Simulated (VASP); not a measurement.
# SrO (Fm-3m) in VASP: further runs, part 2 of 2

VASP 6.6.1.

### 4 Single point, PBE

INCAR

```
SYSTEM = SrO
PREC = Accurate
ENCUT = 600
EDIFF = 1E-6
ISMEAR = 1
SIGMA = 0.06802846561497
LREAL = .FALSE.
LASPH = .TRUE.
NELM = 120
ALGO = Normal
ISIF = 2
LWAVE = .FALSE.
LCHARG = .FALSE.
GGA = PE
NBANDS = 15
GGA_COMPAT = .FALSE.
```

KPOINTS

```
regular mesh
0
G
  6 6 6
  0 0 0
```

POSCAR

```
SrO
1.0
    0.0000000000      2.5837846888      2.5837846888
    2.5837846888      0.0000000000      2.5837846888
    2.5837846888      2.5837846888      0.0000000000
Sr O
1 1
Direct
    0.5000000000      0.5000000000      0.5000000000
    0.0000000000      0.0000000000      0.0000000000
```

Potentials or basis: VASP PAW PBE potentials, release 64 (Sr_sv, O).

Started as:

```bash
cat potpaw_PBE.64/Sr_sv/POTCAR potpaw_PBE.64/O/POTCAR > POTCAR
mpirun -np 1 vasp_std > vasp.out
```

OUTCAR:

```text
SYSTEM = SrO
   PREC = Accurate
   ENCUT = 600
   EDIFF = 1E-6
   ISMEAR = 1
   LREAL = .FALSE.
   LASPH = .TRUE.
   NELM = 120
   ISIF = 2
   GGA = PE

 ion  position               nearest neighbor table
   1  0.500  0.500  0.500-   2 2.58   2 2.58   2 2.58   2 2.58   2 2.58   2 2.58
   2  0.000  0.000  0.000-   1 2.58   1 2.58   1 2.58   1 2.58   1 2.58   1 2.58

  LATTYP: Found a face centered cubic cell.
 ALAT       =     5.1675693776

  Lattice vectors:

 A1 = (   0.0000000000,   2.5837846888,   2.5837846888)
 A2 = (   2.5837846888,   0.0000000000,   2.5837846888)
[... 464 lines left out ...]

  FORCE on cell =-STRESS in cart. coord.  units (eV):
  Direction    XX          YY          ZZ          XY          YZ          ZX
  --------------------------------------------------------------------------------------
  -------------------------------------------------------------------------------------
  Total        0.3982106      0.3982106      0.3982106     -0.0000000     -0.0000000      0.0000000
  in kB       18.4937259     18.4937259     18.4937259     -0.0000000     -0.0000000      0.0000000
  external PRESSURE =      18.4937259 kB  Pullay stress =       0.0000000 kB

 VOLUME and BASIS-vectors are now :
 -----------------------------------------------------------------------------
  energy-cutoff  :      600.00
  volume of cell :       34.50
      direct lattice vectors                 reciprocal lattice vectors
     0.000000000  2.583784689  2.583784689    -0.193514577  0.193514577  0.193514577
     2.583784689  0.000000000  2.583784689     0.193514577 -0.193514577  0.193514577
     2.583784689  2.583784689  0.000000000     0.193514577  0.193514577 -0.193514577

 POSITION                                       TOTAL-FORCE (eV/Angst)
 -----------------------------------------------------------------------------------
      2.58378      2.58378      2.58378         0.000000     -0.000000      0.000000
      0.00000      0.00000      0.00000        -0.000000      0.000000     -0.000000
 -----------------------------------------------------------------------------------
    total drift:                               -0.000000      0.000000      0.000000

  FREE ENERGIE OF THE ION-ELECTRON SYSTEM (eV)
  ---------------------------------------------------
  free  energy   TOTEN  =       -12.0515971114 eV

  energy  without entropy=      -12.0517150882  energy(sigma->0) =      -12.05163644
```

OSZICAR:

```text
N       E                     dE             d eps       ncg     rms          rms(c)
DAV:   1     0.678276155593E+02    0.67828E+02   -0.84969E+03   480   0.113E+03
DAV:   2    -0.106372968546E+02   -0.78465E+02   -0.72066E+02   674   0.228E+02
DAV:   3    -0.141264194808E+02   -0.34891E+01   -0.34579E+01   677   0.415E+01
DAV:   4    -0.142500228076E+02   -0.12360E+00   -0.12359E+00   592   0.482E+00
DAV:   5    -0.142504026135E+02   -0.37981E-03   -0.37980E-03   642   0.333E-01    0.160E+01
DAV:   6    -0.122049457106E+02    0.20455E+01   -0.67256E+00   487   0.194E+01    0.188E+01
DAV:   7    -0.120609723260E+02    0.14397E+00   -0.30706E-01   564   0.490E+00    0.109E+01
DAV:   8    -0.120496566293E+02    0.11316E-01   -0.12042E-01   627   0.348E+00    0.419E-01
DAV:   9    -0.120509764730E+02   -0.13198E-02   -0.59293E-03   612   0.489E-01    0.235E-01
DAV:  10    -0.120514303351E+02   -0.45386E-03   -0.45114E-04   522   0.202E-01    0.881E-02
DAV:  11    -0.120515783622E+02   -0.14803E-03   -0.15003E-04   522   0.915E-02    0.280E-02
DAV:  12    -0.120515971027E+02   -0.18740E-04   -0.28601E-05   536   0.396E-02    0.252E-02
DAV:  13    -0.120515971114E+02   -0.87348E-08   -0.17082E-06   528   0.115E-02
   1 F= -.12051597E+02 E0= -.12051636E+02  d E =0.117977E-03
```

stdout:

```text
POSCAR found type information on POSCAR SrO
 POSCAR found :  2 types and       2 ions
 scaLAPACK will be used
 LDA part: xc-table for (Slater+PW92), standard interpolation
 POSCAR, INCAR and KPOINTS ok, starting setup
 FFT: planning ... GRIDC
 FFT: planning ... GRID_SOFT
 FFT: planning ... GRID
 WAVECAR not read
 entering main loop
```

It took 29 s on 1 thread of AMD EPYC 7R13, shared host; peak memory 0.14 GiB.

What came out:

* Free energy: -12.0516 eV
* Pressure: 1.8 GPa
* Band gap on the k mesh: 3.27 eV, indirect (least direct gap 3.37 eV)

Levels at points of the mesh, in eV from the valence-band top:
| k point | band 6 | band 7 | band 8 | band 9 | band 10 | band 11 |
| --- | --- | --- | --- | --- | --- | --- |
| (0.00, 0.00, 0.00) | 0.00 | 0.00 | 0.00 | 3.88 | 6.18 | 6.18 |
| (0.50, 0.00, 0.00) | -2.14 | -1.11 | -1.11 | 6.49 | 8.34 | 8.76 |
| (0.50, 0.50, 0.00) | -0.46 | -0.10 | -0.10 | 3.27 | 7.69 | 10.08 |

A k mesh can miss the band edges. A hybrid or GW would open this gap; PBE tends to underestimate it.

### 5 Relaxation of volume and atoms at fixed shape, PBE

This run uses another cell than the first one, of 14.06 Å³/atom, 0.815 times its volume.

INCAR

```
SYSTEM = SrO
ALGO = Normal
EDIFF = 1E-7
EDIFFG = -0.06
ENCUT = 600
GGA = PE
GGA_COMPAT = .FALSE.
IBRION = 2
ISIF = 8
ISMEAR = 0
LASPH = .TRUE.
LCHARG = .FALSE.
LREAL = .FALSE.
LWAVE = .FALSE.
NELM = 120
NELMIN = 4
NSW = 25
PREC = Accurate
SIGMA = 0.01
```

KPOINTS

```
k-points
0
G
  3 3 3
  0 0 0
```

POSCAR

```
SrO
1.0
    0.0000000000      2.4134715844      2.4134715844
    2.4134715844      0.0000000000      2.4134715844
    2.4134715844      2.4134715844      0.0000000000
Sr O
1 1
Direct
    0.5000000000      0.5000000000      0.5000000000
    0.0000000000      0.0000000000      0.0000000000
```

Started as:

```bash
cat potpaw_PBE.64/Sr_sv/POTCAR potpaw_PBE.64/O/POTCAR > POTCAR
mpirun -np 1 vasp_std > vasp.out
```

It took 36 s on 1 thread of AMD EPYC 7R13, shared host; peak memory 0.13 GiB.

It converged, with:

* Free energy: -12.0268 eV
* Relaxed volume: 17.65 Å³/atom
* Relaxed cell: a = 3.682 Å, b = 3.682 Å, c = 3.682 Å, α = 60.00°, β = 60.00°, γ = 60.00°
* Space group after relaxing (to 0.05 Å): Fm-3m (No. 225)
* Energy gained by relaxing: 293.6 meV/atom
* Ionic steps: 3
* Pressure after relaxing: 0.0 GPa
* Band gap on the k mesh: 3.69 eV, direct

Step by step:
```tsv
step	energy change (eV)	largest force (eV/Å)	pressure (GPa)	volume (Å³)
1	0.0000	0.0000	32.23	28.12
2	-0.3837	0.0000	-9.62	41.27
3	-0.5873	0.0000	0.01	35.31
```

Final structure:
```
CELL_PARAMETERS angstrom
0.00000 2.60383 2.60383
2.60383 0.00000 2.60383
2.60383 2.60383 0.00000
ATOMIC_POSITIONS crystal
Sr 0.50000 0.50000 0.50000
O 0.00000 0.00000 0.00000
```

Levels at points of the mesh, in eV from the valence-band top:
| k point | band 5 | band 6 | band 7 | band 8 | band 9 | band 10 | band 11 | band 12 |
| --- | --- | --- | --- | --- | --- | --- | --- | --- |
| (0.00, 0.00, 0.00) | -14.24 | 0.00 | 0.00 | 0.00 | 3.69 | 6.09 | 6.09 | 6.09 |

Caveat: the k points lie up to 0.70 Å⁻¹ apart in the final cell; the volume moved by over 15 % at a fixed basis, so the end points are rough. A k mesh can miss the band edges.

### 6 Summary

```tsv
task	level	cell	k mesh	smearing	gap on the mesh (eV)	pressure (GPa)
single point	PBE+D4	a = 3.654 Å, angles 60.0°, 2 atoms	6 × 6 × 6	gaussian 0.1 eV	3.27	0.1
single point	PBE	a = 3.654 Å, angles 60.0°, 2 atoms	6 × 6 × 6	gaussian 0.46 eV	3.27	1.8
single point	PBE	a = 3.654 Å, angles 60.0°, 2 atoms	6 × 6 × 6	methfessel-paxton 0.0680285 eV	3.27	1.8
relaxation of volume and atoms at fixed shape	PBE	relaxed from a = 3.413 Å, angles 60.0°, 2 atoms	3 × 3 × 3	gaussian 0.01 eV	3.69	0.0
```

Alike in all rows: potentials or basis VASP PAW PBE potentials, release 64 (Sr_sv, O); no spin polarisation; cutoff (eV) 600.

Caveats: some runs use coarse meshes; the volume moved by over 15 % at a fixed basis, so the end points are rough (some runs).

Absolute energies hang on the potentials; compare differences alone.
